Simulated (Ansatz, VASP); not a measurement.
# Two plane-wave programs on Pd

```
Pd
1.0
     0.00000    1.99205    1.99205
     1.99205    0.00000    1.99205
     1.99205    1.99205    0.00000
Pd
1
Direct
  0.00000 0.00000 0.00000
```

Alike in both runs: task single point; functional r2SCAN; k mesh 18 × 18 × 18; occupations gaussian, width 0.1 eV; no spin polarisation.

|  | VASP | Ansatz |
| --- | --- | --- |
| version | VASP 6.6.1 | Ansatz 0.2.0 |
| potentials or method | VASP PAW PBE potentials, release 64 (Pd), cutoff 520 eV | scalar-relativistic, plane waves, PAW |
| valence electrons in the cell | 10 | 18 |

```csv
,VASP,Ansatz,Ansatz less VASP
gap on the k mesh at the Fermi level (eV),none,none,-
pressure (GPa),-8.8,-9.2,-0.44
```

VASP's potentials were made for PBE, not for r2SCAN. A gap of «none» marks a metal or a gap that the smearing closes. VASP's potentials hold 10 valence electrons a cell and Ansatz's 18, so a difference there can come from the potentials and not from the codes.
